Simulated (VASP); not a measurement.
# BiTe (Fm-3m) in VASP: single point with PBE

Aim: the single point of BiTe with PBE.

Program: VASP 6.6.1. These are calculated values, not measurements. Logs are shortened: lines on timing, memory, paths and dates and some standing lists are left out, and cuts for length are marked.

### Step 1. The cell of the first run

Symmetry: Fm-3m, No. 225, cubic system. The conventional cell has a = 6.502 Å, b = 6.502 Å, c = 6.502 Å, α = 90.00°, β = 90.00°, γ = 90.00°. Bi (site symmetry m-3m) has 6 Te at 3.25 Å within 4.3 Å. Te (site symmetry m-3m) has 6 Bi at 3.25 Å within 4.3 Å.

### Step 2. Single point, PBE

Input file INCAR:

```
SYSTEM = BiTe
PREC     = Accurate       ! precision mode
ENCUT    = 520            ! plane-wave cutoff, eV
EDIFF    = 1E-6           ! SCF threshold, eV
ISMEAR   = 0              ! smearing method
SIGMA    = 0.1            ! smearing width, eV
LREAL    = .FALSE.        ! projectors in reciprocal space
LASPH    = .TRUE.         ! aspherical terms in the spheres
NELM     = 80             ! most SCF steps
ALGO     = Normal         ! electronic algorithm
ISIF     = 2              ! what is computed and relaxed
LWAVE    = .FALSE.        ! write WAVECAR
LCHARG   = .FALSE.        ! write CHGCAR
GGA      = PE             ! functional
NBANDS   = 18             ! bands
```

Input file KPOINTS:

```
regular mesh
0
G
  12 12 12
  0 0 0
```

Input file POSCAR:

```
BiTe
1.0
    0.0000000000      3.2511939999      3.2511939999
    3.2511939999      0.0000000000      3.2511939999
    3.2511939999      3.2511939999      0.0000000000
Bi Te
1 1
Direct
    0.0000000000      0.0000000000      0.0000000000
    0.5000000000      0.5000000000      0.5000000000
```

Potentials or basis: VASP PAW PBE potentials, release 64 (Bi_d, Te).

Command:

```console
$ cat potpaw_PBE.64/Bi_d/POTCAR potpaw_PBE.64/Te/POTCAR > POTCAR
$ mpirun -np 1 vasp_std > vasp.out
```

OUTCAR:

```text
SYSTEM = BiTe
   PREC = Accurate
   ENCUT = 520
   EDIFF = 1E-6
   ISMEAR = 0
   LREAL = .FALSE.
   LASPH = .TRUE.
   NELM = 80
   ISIF = 2
   GGA = PE

 ion  position               nearest neighbor table
   1  0.000  0.000  0.000-   2 3.25   2 3.25   2 3.25   2 3.25   2 3.25   2 3.25
   2  0.500  0.500  0.500-   1 3.25   1 3.25   1 3.25   1 3.25   1 3.25   1 3.25

  LATTYP: Found a face centered cubic cell.
 ALAT       =     6.5023879998

  Lattice vectors:

 A1 = (   0.0000000000,   3.2511939999,   3.2511939999)
 A2 = (   3.2511939999,   0.0000000000,   3.2511939999)
 A3 = (   3.2511939999,   3.2511939999,   0.0000000000)

Analysis of symmetry for initial positions (statically):
[... 33 lines left out ...]
                                     Primitive cell

  volume of cell :      68.7319

  direct lattice vectors                    reciprocal lattice vectors
     0.000000000  3.251194000  3.251194000    -0.153789654  0.153789654  0.153789654
     3.251194000  0.000000000  3.251194000     0.153789654 -0.153789654  0.153789654
     3.251194000  3.251194000  0.000000000     0.153789654  0.153789654 -0.153789654

  length of vectors
     4.597882649  4.597882649  4.597882649     0.266371494  0.266371494  0.266371494

  position of ions in fractional coordinates (direct lattice)
[... 8 lines left out ...]
----------------------------------------------------------------------------------------

 KPOINTS: regular mesh

Automatic generation of k-mesh.
 Grid dimensions read from file:
 generate k-points for:   12   12   12

 Generating k-lattice:

  Cartesian coordinates                     Fractional coordinates (reciprocal lattice)
    -0.012815804  0.012815804  0.012815804     0.083333333  0.000000000  0.000000000
     0.012815804 -0.012815804  0.012815804     0.000000000  0.083333333  0.000000000
     0.012815804  0.012815804 -0.012815804     0.000000000  0.000000000  0.083333333

  Length of vectors
     0.022197625  0.022197625  0.022197625

  Shift w.r.t. Gamma in fractional coordinates (k-lattice)
     0.000000000  0.000000000  0.000000000

 Subroutine IBZKPT returns following result:
 ===========================================

 Found     72 irreducible k-points:

 Following reciprocal coordinates:
            Coordinates               Weight
  0.000000  0.000000  0.000000      1.000000
  0.083333  0.000000  0.000000      8.000000
  0.166667  0.000000  0.000000      8.000000
  0.250000  0.000000  0.000000      8.000000
  0.333333  0.000000  0.000000      8.000000
  0.416667  0.000000  0.000000      8.000000
[... 16 lines left out ...]
  0.500000  0.166667  0.000000     24.000000
 -0.416667  0.166667  0.000000     24.000000
 [... further k-points ...]
   k-points           NKPTS =     72   k-points in BZ     NKDIM =     72   number of bands    NBANDS=     18
   number of dos      NEDOS =    301   number of ions     NIONS =      2
   total plane-waves  NPLWV =  46656
   dimension x,y,z NGX =    36 NGY =   36 NGZ =   36
   dimension x,y,z NGXF=    72 NGYF=   72 NGZF=   72
   ions per type =               1   1
   NGX,Y,Z   is equivalent  to a cutoff of  13.02, 13.02, 13.02 a.u.
   NGXF,Y,Z  is equivalent  to a cutoff of  26.03, 26.03, 26.03 a.u.
 SYSTEM =  BiTe
   PREC   = accura    normal or accurate (medium, high low for compatibility)
   ISTART =      0    job   : 0-new  1-cont  2-samecut
   ICHARG =      2    charge: 1-file 2-atom 10-const
   ISPIN  =      1    spin polarized calculation?
   LNONCOLLINEAR =      F non collinear calculations
   LSORBIT =      F    spin-orbit coupling
   LASPH  =      T    aspherical Exc in radial PAW
   ENCUT  =  520.0 eV  38.22 Ry    6.18 a.u.   8.55  8.55  8.55*2*pi/ulx,y,z
   NELM   =     80;   NELMIN=  2; NELMDL= -5     # of ELM steps
   EDIFF  = 0.1E-05   stopping-criterion for ELM
   LREAL  =      F    real-space projection
   EDIFFG = 0.1E-04   stopping-criterion for IOM
   NSW    =      0    number of steps for IOM
   IBRION =     -1    ionic relax: 0-MD 1-quasi-New 2-CG
   NFREE  =      0    steps in history (QN), initial steepest desc. (CG)
   ISIF   =      2    stress and relaxation
   ISYM   =      2    0-nonsym 1-usesym 2-fastsym
   POTIM  = 0.5000    time-step for ionic-motion
   TEBEG  =    0.0;   TEEND  =   0.0 temperature during run
   PSTRESS=    0.0 pullay stress
   NELECT =      21.0000    total number of electrons
   NUPDOWN=      -1.0000    fix difference up-down
   EMIN   =  10.00;   EMAX   =-10.00  energy-range for DOS
   EFERMI =   0.00;   METHOD = LEGACY
   ISMEAR =     0;   SIGMA  =   0.10  broadening in eV -4-tet -1-fermi 0-gaus
   EFERMI_NEDOS =   21; number of points for ismear=-14 and -15
   IALGO  =     38    algorithm
   IMIX   =      4    mixing-type and parameters
     AMIX     =   0.40;   BMIX     =  1.00
     AMIX_MAG =   1.60;   BMIX_MAG =  1.00
  volume/ion in A,a.u.               =      34.37       231.91
  Fermi-wavevector in a.u.,A,eV,Ry     =   1.102626  2.083662 16.541758  1.215785
  Thomas-Fermi vector in A             =   2.239072
   LORBIT       =      0    0 simple, 1 ext, 2 COOP (PROOUT), +10 PAW based schemes
   GGA     = PE    functional components
   LHFCALC =     F    Hartree Fock is set to
   AEXX    =    0.0000 exact exchange contribution
   IVDW    =     0    specifies the selected vdW correction
   LEPSILON=     F    determine dielectric tensor
   LRPA    =     F    only Hartree local field effects (RPA)
 non-spin polarized calculation
 Gauss-broadening in eV      SIGMA  =   0.10
  energy-cutoff  :      520.00
  volume of cell :       68.73
 maximum number of plane-waves:      1874
 NGX is ok and might be reduce to    36
   NGX = 17   NGY = 17   NGZ = 17

 number of electron      20.9999996 magnetization

 Free energy of the ion-electron system (eV)
  ---------------------------------------------------
  ext. energy  EPLUGINS =         0.00000000
  ---------------------------------------------------
  free energy    TOTEN  =        -7.17939662 eV

  energy without entropy =       -7.17289855  energy(sigma->0) =       -7.17614758

 E-fermi :   6.4627     XC(G=0):  -9.3681

 val. band max:        6.4452736316   @ k =  -0.2500   0.2500   0.0000
 cond. band min:       6.4996442899   @ k =   0.2500   0.1667   0.0000
 fundamental gap:      0.0543706583
 Fermi energy:         6.4626655359

 k-point     1 :       0.0000    0.0000    0.0000
  band No.  band energies     occupation
      1     -16.6742      2.00000
      2     -16.6742      2.00000
      3     -16.6720      2.00000
      4     -16.6720      2.00000
      5     -16.6720      2.00000
      6      -6.9518      2.00000
[... 10 lines left out ...]
     17      12.5130      0.00000
     18      13.0659      0.00000

 k-point     2 :       0.0833    0.0000    0.0000
  band No.  band energies     occupation
      1     -16.6744      2.00000
      2     -16.6744      2.00000
      3     -16.6719      2.00000
      4     -16.6716      2.00000
      5     -16.6716      2.00000
      6      -6.8910      2.00000
[... 10 lines left out ...]
     17      12.9423      0.00000
     18      13.4613      0.00000

 k-point     3 :       0.1667    0.0000    0.0000
  band No.  band energies     occupation
      1     -16.6752      2.00000
      2     -16.6752      2.00000
      3     -16.6716      2.00000
      4     -16.6705      2.00000
      5     -16.6705      2.00000
      6      -6.7095      2.00000
[... 10 lines left out ...]
     17      13.9586      0.00000
     18      14.3704      0.00000

 k-point     4 :       0.2500    0.0000    0.0000
  band No.  band energies     occupation
      1     -16.6763      2.00000
      2     -16.6763      2.00000
      3     -16.6711      2.00000
      4     -16.6688      2.00000
      5     -16.6688      2.00000
      6      -6.4113      2.00000
[... 10 lines left out ...]
     17      15.1535      0.00000
     18      15.5846      0.00000

 k-point     5 :       0.3333    0.0000    0.0000
  band No.  band energies     occupation
      1     -16.6774      2.00000
      2     -16.6774      2.00000
      3     -16.6707      2.00000
      4     -16.6671      2.00000
      5     -16.6671      2.00000
      6      -6.0036      2.00000
[... 10 lines left out ...]
     17      15.8419      0.00000
     18      16.8959      0.00000

 k-point     6 :       0.4167    0.0000    0.0000
  band No.  band energies     occupation
      1     -16.6783      2.00000
      2     -16.6783      2.00000
      3     -16.6703      2.00000
      4     -16.6659      2.00000
      5     -16.6659      2.00000
      6      -5.5013      2.00000
[... 10 lines left out ...]
     17      15.1784      0.00000
     18      16.5209      0.00000

 k-point     7 :       0.5000    0.0000    0.0000
  band No.  band energies     occupation
      1     -16.6786      2.00000
      2     -16.6786      2.00000
      3     -16.6702      2.00000
      4     -16.6654      2.00000
      5     -16.6654      2.00000
      6      -5.0420      2.00000
[... 10 lines left out ...]
     17      14.6651      0.00000
     18      15.6552      0.00000

 k-point     8 :       0.0833    0.0833    0.0000
  band No.  band energies     occupation
      1     -16.6750      2.00000
      2     -16.6739      2.00000
      3     -16.6722      2.00000
      4     -16.6714      2.00000
      5     -16.6714      2.00000
      6      -6.8710      2.00000
[... 10 lines left out ...]
     17      12.7543      0.00000
     18      13.1748      0.00000
[... 229 lines left out ...]
     17      13.0321      0.00000
     18      13.3936      0.00000

 k-point    20 :       0.2500    0.1667    0.0000
  band No.  band energies     occupation
      1     -16.6785      2.00000
      2     -16.6732      2.00000
      3     -16.6728      2.00000
      4     -16.6685      2.00000
      5     -16.6682      2.00000
      6      -6.4237      2.00000
[... 10 lines left out ...]
     17      13.5995      0.00000
     18      13.9013      0.00000

 k-point    21 :       0.3333    0.1667    0.0000
  band No.  band energies     occupation
      1     -16.6796      2.00000
      2     -16.6740      2.00000
      3     -16.6723      2.00000
      4     -16.6674      2.00000
      5     -16.6665      2.00000
      6      -6.1049      2.00000
[... 10 lines left out ...]
     17      14.5964      0.00000
     18      14.9212      0.00000

 k-point    22 :       0.4167    0.1667    0.0000
  band No.  band energies     occupation
      1     -16.6803      2.00000
      2     -16.6751      2.00000
      3     -16.6712      2.00000
      4     -16.6667      2.00000
      5     -16.6652      2.00000
      6      -5.6901      2.00000
[... 10 lines left out ...]
     17      15.0389      0.00000
     18      15.8946      0.00000

 k-point    23 :       0.5000    0.1667    0.0000
  band No.  band energies     occupation
      1     -16.6803      2.00000
      2     -16.6762      2.00000
      3     -16.6700      2.00000
      4     -16.6664      2.00000
      5     -16.6648      2.00000
      6      -5.2056      2.00000
[... 10 lines left out ...]
     17      15.2030      0.00000
     18      16.0208      0.00000

 k-point    24 :      -0.4167    0.1667    0.0000
  band No.  band energies     occupation
      1     -16.6797      2.00000
      2     -16.6770      2.00000
      3     -16.6693      2.00000
      4     -16.6664      2.00000
      5     -16.6653      2.00000
      6      -5.0148      2.00000
[... 10 lines left out ...]
     17      15.8959      0.00000
     18      17.0793      0.00000

 [... further k-points ...]
[... 5 lines left out ...]
  --------------------------------------------------------------------------------------
  -------------------------------------------------------------------------------------
  Total       -0.0385595     -0.0385595     -0.0385595      0.0000000     -0.0000000      0.0000000
  in kB       -0.8988421     -0.8988421     -0.8988421      0.0000000     -0.0000000      0.0000000
  external PRESSURE =      -0.8988421 kB  Pullay stress =       0.0000000 kB

 VOLUME and BASIS-vectors are now :
 -----------------------------------------------------------------------------
  energy-cutoff  :      520.00
  volume of cell :       68.73
      direct lattice vectors                 reciprocal lattice vectors
     0.000000000  3.251194000  3.251194000    -0.153789654  0.153789654  0.153789654
     3.251194000  0.000000000  3.251194000     0.153789654 -0.153789654  0.153789654
     3.251194000  3.251194000  0.000000000     0.153789654  0.153789654 -0.153789654

 POSITION                                       TOTAL-FORCE (eV/Angst)
 -----------------------------------------------------------------------------------
      0.00000      0.00000      0.00000         0.000000     -0.000000      0.000000
      3.25119      3.25119      3.25119        -0.000000      0.000000     -0.000000
 -----------------------------------------------------------------------------------
    total drift:                               -0.000000      0.000000      0.000000

  FREE ENERGIE OF THE ION-ELECTRON SYSTEM (eV)
  ---------------------------------------------------
  free  energy   TOTEN  =        -7.1793966208 eV

  energy  without entropy=       -7.1728985474  energy(sigma->0) =       -7.17614758
```

It took 75 s on 1 thread of Intel Xeon Platinum 8124M at 3.00GHz (Skylake/Cascade Lake), shared host; peak memory 0.26 GiB.

Results:

```yaml
Free_energy: -7.1794 eV
Pressure: -0.1 GPa
```

Levels at points of the mesh, in eV from the Fermi level:
| k point | band 8 | band 9 | band 10 | band 11 | band 12 | band 13 |
| --- | --- | --- | --- | --- | --- | --- |
| (0.00, 0.00, 0.00) | -2.50 | -2.50 | -2.50 | 2.13 | 2.13 | 2.13 |
| (0.50, 0.00, 0.00) | -1.88 | -1.88 | -1.60 | -0.80 | -0.59 | -0.59 |
| (0.50, 0.50, 0.00) | -5.55 | -3.94 | -3.94 | 2.31 | 3.53 | 3.53 |

Caveat: spin-orbit coupling is left out, which moves the levels of the heavy elements.
